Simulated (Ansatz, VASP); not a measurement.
**One calculation of Li2Pd, two programs**

```
Li Pd
1.0
     4.24074    0.00000    0.00000
    -2.12037    3.67259    0.00000
     0.00000    0.00000    2.74098
Li Pd
2 1
Cartesian
  0.0000 2.4484 1.3705
  2.1204 1.2242 1.3705
  0.0000 0.0000 0.0000
```

Change from the starting cell: volume scaled by 1.01, crystal datasets.

Alike in both runs: task electric field gradients; functional LDA; k mesh 11 × 11 × 15; occupations fermi-dirac, width 0.08 eV; no spin polarisation.

```csv
,VASP,Ansatz
version,VASP 6.6.1,Ansatz 0.2.0
potentials or method,"VASP PAW LDA potentials, release 64 (Li_sv, Pd), cutoff 520 eV","all-electron PAW with datasets made for the crystal, scalar-relativistic"
```

|  | VASP | Ansatz | Ansatz less VASP |
| --- | --- | --- | --- |
| size of Vzz on the site where it differs most (V/Å²) | 78.4 | 73.1 | -5.31 |

LDA's correlation is that of Perdew and Zunger in VASP and of Perdew and Wang (1992) in Ansatz. Ansatz ran all-electron here, and VASP with PAW potentials.

Noted on VASP's run: the cutoff is short for stress, so the pressure is rough.
